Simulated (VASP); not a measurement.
A run of VASP 6.6.1:

INCAR

```
  PREC = Accurate
  ENCUT = 520
  EDIFF = 1E-6
  ISMEAR = 1
  SIGMA = 0.141
  LREAL = False
  LASPH = True
  NELM = 80
  ALGO = Normal
  ISIF = 2
  LWAVE = False
  LCHARG = False
  GGA = PS
  NBANDS = 35
```

Contents of KPOINTS:

```
Automatic mesh
0
Gamma
  12 12 4
```

The input POSCAR:

```
MoS2
1.0
    2.9191903751      0.0000000000      0.0000000000
   -1.4595951876      2.5280930233      0.0000000000
    0.0000000000      0.0000000000     13.5105968940
Mo S
2 4
Direct
    0.3333333333      0.6666666667      0.2500000000
    0.6666666667      0.3333333333      0.7500000000
    0.3333333333      0.6666666667      0.6259932117
    0.6666666667      0.3333333333      0.1259932117
    0.3333333333      0.6666666667      0.8740067883
    0.6666666667      0.3333333333      0.3740067883
```

Potentials or basis: VASP PAW PBE potentials, release 64 (Mo_sv, S).

The run is started by

```bash
$ cat potpaw_PBE.64/Mo_sv/POTCAR potpaw_PBE.64/S/POTCAR > POTCAR
$ mpirun -np 1 vasp_std > vasp.out
```

Hardware: 1 thread of Intel(R) Xeon(R) Platinum 8259CL CPU @ 2.50GHz (Skylake/Cascade Lake), with other jobs on the host.

Question: How long does it take, and how much memory?

Answer: Run time: 2.7 min on 1 thread of Intel(R) Xeon(R) Platinum 8259CL CPU @ 2.50GHz (Skylake/Cascade Lake), on a shared host, peak memory 0.32 GiB. Counts: scf iterations 15, k points 57.
